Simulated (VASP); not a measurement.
The system is CO2.

```xyz
6
Lattice="-1.9747 1.9747 3.0141 1.9747 -1.9747 3.0141 1.9747 1.9747 -3.0141" Properties=species:S:1:pos:R:3 pbc="T T T"
O     1.3223    0.9874    3.7676
O     0.6525    0.9874    0.7535
O     2.9621    0.6525   -0.7535
O    -0.9874    1.3223    2.2605
C     0.0000    0.0000    0.0000
C     0.0000    1.9747    1.5070
```

Base run:

- Program: VASP 6.6.1
- Functional: PBE
- Potentials or basis: VASP PAW PBE potentials, release 64 (O, C)
- Cutoff: 520 eV
- k mesh: 9 × 9 × 9
- Occupations: gaussian, width 0.05 eV
- Spin: no spin polarisation

Its results: band gap on the k mesh 7.66 eV (least direct gap 8.09 eV); pressure 0.9 GPa; largest force 0.060 eV/Å.

Question: The run is repeated on the same cell with these changes: occupations from gaussian, width 0.05 eV to fermi-dirac, width 0.05 eV; dispersion from none to D4. What comes out?

Answer: Band gap on the k mesh 7.66 eV (least direct gap 8.09 eV); pressure -1.4 GPa; largest force 0.073 eV/Å.

Caveats: an odd mesh through Γ misses points on the zone boundary, where band edges can lie.
